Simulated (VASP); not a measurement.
# MgS (F-43m) in VASP: notebook, part 3 of 3

VASP 6.6.1. The steps go on from the part before.

### Step 5. Elastic constants, PBEsol

This run uses another cell than the first one, of 22.74 Å³/atom, 1.250 times its volume.

INCAR

```
  PREC = Accurate
  ENCUT = 600
  EDIFF = 1E-8
  ISMEAR = -1
  SIGMA = 0.05
  LREAL = False
  LASPH = True
  NELM = 100
  ALGO = Normal
  ISIF = 3
  LWAVE = False
  LCHARG = False
  GGA = PS
  NBANDS = 11
  IBRION = 6
  NFREE = 2
  POTIM = 0.015
  NSW = 1
```

KPOINTS

```
Automatic mesh
0
Gamma
  6 6 6
```

POSCAR

```
MgS
1.0
    0.0000000000      2.8331200468      2.8331200468
    2.8331200468      0.0000000000      2.8331200468
    2.8331200468      2.8331200468      0.0000000000
S Mg
1 1
Direct
    0.2500000000      0.2500000000      0.2500000000
    0.0000000000      0.0000000000      0.0000000000
```

Potentials or basis: VASP PAW PBE potentials, release 64 (S, Mg).

Launch:

```sh
cat potpaw_PBE.64/S/POTCAR potpaw_PBE.64/Mg/POTCAR > POTCAR
mpirun -np 1 vasp_std > vasp.out
```

OUTCAR:

```text
PREC = Accurate
   ENCUT = 600
   EDIFF = 1E-8
   ISMEAR = -1
   LREAL = False
   LASPH = True
   NELM = 100
   ISIF = 3
   GGA = PS
   IBRION = 6
   NFREE = 2
   POTIM = 0.015
   NSW = 1

 ion  position               nearest neighbor table
   1  0.250  0.250  0.250-   2 2.45   2 2.45   2 2.45   2 2.45
   2  0.000  0.000  0.000-   1 2.45   1 2.45   1 2.45   1 2.45

  LATTYP: Found a face centered cubic cell.
 ALAT       =     5.6662400936

  Lattice vectors:

 A1 = (   0.0000000000,   2.8331200468,   2.8331200468)
 A2 = (   2.8331200468,   0.0000000000,   2.8331200468)
 A3 = (   2.8331200468,   2.8331200468,   0.0000000000)

Analysis of symmetry for initial positions (statically):
=====================================================================
 Subroutine PRICEL returns:
 Original cell was already a primitive cell.

 Routine SETGRP: Setting up the symmetry group for a
 face centered cubic supercell.

 Subroutine GETGRP returns: Found 24 space group operations
 (whereof 24 operations were pure point group operations)
 out of a pool of 48 trial point group operations.

The static configuration has the point symmetry T_d .

Analysis of symmetry for dynamics (positions and initial velocities):
=====================================================================
 Subroutine PRICEL returns:
 Original cell was already a primitive cell.
[... 690 lines left out ...]
  Total       -0.1422863     -0.1400784     -0.1400784      0.0000000     -0.0896961      0.0000000
  in kB       -5.0124350     -4.9346555     -4.9346555      0.0000000     -3.1597973      0.0000000
  external PRESSURE =      -4.9605820 kB  Pullay stress =       0.0000000 kB
[... 17 lines left out ...]
  FREE ENERGIE OF THE ION-ELECTRON SYSTEM (eV)
  ---------------------------------------------------
  free  energy   TOTEN  =        -8.9162507657 eV

  energy  without entropy=       -8.9162507657  energy(sigma->0) =       -8.91625077

 INTERNAL STRAIN TENSORS FROM STRAINED CELLS
 ============================================

 INTERNAL STRAIN TENSOR FOR ION    1 for displacements in x,y,z  (eV/Angst):
          X           Y           Z          XY          YZ          ZX
  --------------------------------------------------------------------------------
  x    -0.00000    -0.00000    -0.00000     0.00000    -5.98151    -0.00000
  y     0.00000    -0.00000    -0.00000     0.00000     0.00000    -5.98123
  z    -0.00000    -0.00000     0.00000    -5.98146     0.00000    -0.00000

 INTERNAL STRAIN TENSORS FROM DISPLACED ATOMS
 ============================================

 INTERNAL STRAIN TENSOR FOR ION    1 for displacements in x,y,z  (eV/Angst):
          X           Y           Z          XY          YZ          ZX
  --------------------------------------------------------------------------------
  x    -0.00000    -0.00000    -0.00000     0.00000    -5.97839     0.00000
  y     0.00000     0.00000     0.00000     0.00000     0.00000    -5.97839
  z    -0.00000    -0.00000    -0.00000    -5.97839     0.00000     0.00000

 INTERNAL STRAIN TENSOR FOR ION    2 for displacements in x,y,z  (eV/Angst):
          X           Y           Z          XY          YZ          ZX
  --------------------------------------------------------------------------------
  x     0.00000    -0.00000    -0.00000     0.00000     5.97935     0.00000
  y     0.00000    -0.00000     0.00000     0.00000     0.00000     5.97935
  z    -0.00000    -0.00000     0.00000     5.97935     0.00000     0.00000

 Eigenvectors and eigenvalues of the dynamical matrix
 ----------------------------------------------------

   1 f  =    9.857121 THz    61.934118 2PiTHz  328.798168 cm-1    40.765759 meV
             X         Y         Z           dx          dy          dz
      1.416560  1.416560  1.416560     0.161071   -0.636623   -0.000000
      0.000000  0.000000  0.000000    -0.184981    0.731129   -0.000000
[... 21 lines left out ...]
   6 f/i=    0.000705 THz     0.004431 2PiTHz    0.023521 cm-1     0.002916 meV
             X         Y         Z           dx          dy          dz
      1.416560  1.416560  1.416560     0.002876   -0.095389   -0.748105
      0.000000  0.000000  0.000000     0.002504   -0.083059   -0.651404

--------------------------------------------------------------------------------------------------------

 ELASTIC MODULI CONTR FROM IONIC RELAXATION (kBar)
 Direction    XX          YY          ZZ          XY          YZ          ZX
 --------------------------------------------------------------------------------
 XX          -0.0000     -0.0000     -0.0000     -0.0000     -0.0000      0.0000
 YY          -0.0000     -0.0000     -0.0000     -0.0000     -0.0000      0.0000
 ZZ          -0.0000     -0.0000     -0.0000     -0.0000     -0.0000      0.0000
 XY          -0.0000     -0.0000     -0.0000   -229.1037      0.0000      0.0000
 YZ          -0.0000     -0.0000     -0.0000      0.0000   -229.1037      0.0000
 ZX           0.0000      0.0000      0.0000      0.0000      0.0000   -229.1037
 --------------------------------------------------------------------------------

 TOTAL ELASTIC MODULI (kBar)
 Direction    XX          YY          ZZ          XY          YZ          ZX
 --------------------------------------------------------------------------------
 XX         702.2969    501.9709    501.9709     -0.0000     -0.0000      0.0000
 YY         501.9709    702.2969    501.9709     -0.0000     -0.0000      0.0000
 ZZ         501.9709    501.9709    702.2969     -0.0000     -0.0000      0.0000
 XY          -0.0000     -0.0000     -0.0000    283.0675      0.0000      0.0000
 YZ          -0.0000     -0.0000     -0.0000      0.0000    283.0675      0.0000
 ZX           0.0000      0.0000      0.0000      0.0000      0.0000    283.0675
 --------------------------------------------------------------------------------
```

It took 3.8 min on 1 thread of Intel Xeon Platinum 8259CL at 2.50GHz (Skylake/Cascade Lake), shared host; peak memory 0.23 GiB.

Results:

```yaml
Elastic_constants_C11_C12_C44: 70, 50, 28 GPa
Voigt_bulk_modulus: 57 GPa
Highest_phonon_frequency_at_Γ_LO-TO_splitting_left_out: 329 cm⁻¹
```

Phonon frequencies in cm⁻¹ (negative: imaginary):
```
              q point        frequencies
(0.000, 0.000, 0.000)  0 0 0 329 329 329
```

Elastic tensor in Voigt notation (GPa, in the Cartesian axes of the cell as first typed):
```
70 50 50  0  0  0
50 70 50  0  0  0
50 50 70  0  0  0
 0  0  0 28  0  0
 0  0  0  0 28  0
 0  0  0  0  0 28
```

Clamped-ion elastic tensor (GPa):
```
70 50 50  0  0  0
50 70 50  0  0  0
50 50 70  0  0  0
 0  0  0 51  0  0
 0  0  0  0 51  0
 0  0  0  0  0 51
```

Caveat: the PAW data sets were made with another functional, which shifts forces and pressure a little.

### Step 6. Summary

| task | level | cell | k mesh | cutoff (eV) | smearing | ions in elastic constants | gap on the mesh (eV) |
| --- | --- | --- | --- | --- | --- | --- | --- |
| electric field gradients | BLYP+D4 | a = 3.719 Å, angles 60.0°, 2 atoms | 8 × 8 × 8 | 520 | gaussian 0.01 eV | - | 3.85 |
| vibrations by perturbation theory | PBEsol | a = 4.007 Å, angles 60.0°, 2 atoms | 8 × 8 × 8 | 520 | fermi-dirac 0.05 eV | - | - |
| dielectric tensor | PBEsol | a = 4.007 Å, angles 60.0°, 2 atoms | 8 × 8 × 8 | 520 | gaussian 0.01 eV | - | 3.29 |
| elastic constants | PBEsol | a = 4.007 Å, angles 60.0°, 2 atoms | 6 × 6 × 6 | 600 | fermi-dirac 0.05 eV | relaxed | - |

Alike in all rows: potentials or basis VASP PAW PBE potentials, release 64 (S, Mg); no spin polarisation.

Caveats: the PAW data sets were made with another functional, which shifts forces and pressure a little.

Total energies depend on the potentials used, so only differences within one code and one set of settings carry meaning.
